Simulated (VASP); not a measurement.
A run of VASP 6.6.1 is set up as follows.

Contents of INCAR:

```
  PREC = Accurate
  ENCUT = 520
  EDIFF = 1E-6
  ISMEAR = 0
  SIGMA = 0.05
  LREAL = False
  LASPH = True
  NELM = 150
  ALGO = Fast
  ISIF = 2
  LWAVE = False
  LCHARG = False
  ISPIN = 2
  MAGMOM = 7.65
  LORBIT = 11
  LMAXMIX = 6
  GGA = PE
  NBANDS = 18
```

The input KPOINTS:

```
Automatic mesh
0
Gamma
  16 16 16
```

POSCAR

```
Eu
1.0
   -2.0673334177      2.0673334177      2.0673334177
    2.0673334177     -2.0673334177      2.0673334177
    2.0673334177      2.0673334177     -2.0673334177
Eu
1
Direct
    0.0000000000      0.0000000000      0.0000000000
```

Potentials or basis: VASP PAW PBE potentials, release 64 (Eu).

Command:

```console
$ cat potpaw_PBE.64/Eu/POTCAR > POTCAR
$ mpirun -np 1 vasp_std > vasp.out
```

(1) Estimate the net moment.

(2) Predict the pressure.

## Answers

(1) 7.18 μB per cell.

(2) 3.0 GPa.

Caveat: the cell stands under pressure.
